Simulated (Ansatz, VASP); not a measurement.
## MnAs: VASP beside Ansatz

```
Mn As
1.0
     0.00000    2.86028    2.86028
     2.86028    0.00000    2.86028
     2.86028    2.86028    0.00000
Mn As
1 1
Cartesian
  0.0000 0.0000 0.0000
  4.2904 4.2904 4.2904
```

Alike in both runs: functional r2SCAN; k mesh 12 × 12 × 12; occupations gaussian, width 0.1 eV; collinear spin.

Ansatz relaxed the structure, and its values are those at the end. VASP's run is a single point on that final structure, the one shown.

|  | VASP | Ansatz |
| --- | --- | --- |
| version | VASP 6.6.1 | Ansatz 0.2.0 |
| potentials or method | VASP PAW PBE potentials, release 64 (Mn_pv, As), cutoff 520 eV | scalar-relativistic, plane waves, PAW |
| valence electrons in the cell | 18 | 30 |

|  | VASP | Ansatz | Ansatz less VASP |
| --- | --- | --- | --- |
| gap on the k mesh at the Fermi level (eV) | none | none | - |
| pressure (GPa) | 0.1 | 0.1 | -0.06 |
| net moment per atom (μB) | 2.00 | 2.00 | 0.000 |
| size of the moment on the site where the two differ most (μB) | 4.05 | 3.93 | -0.112 |

VASP's potentials were made for PBE, not for r2SCAN. Site moments also hang on the region over which each program counts them. A gap of «none» marks a metal or a gap that the smearing closes. The functional is the same, so the differences come from potentials, cutoffs and numerics. VASP's potentials hold 18 valence electrons a cell and Ansatz's 30, so a difference there can come from the potentials and not from the codes.
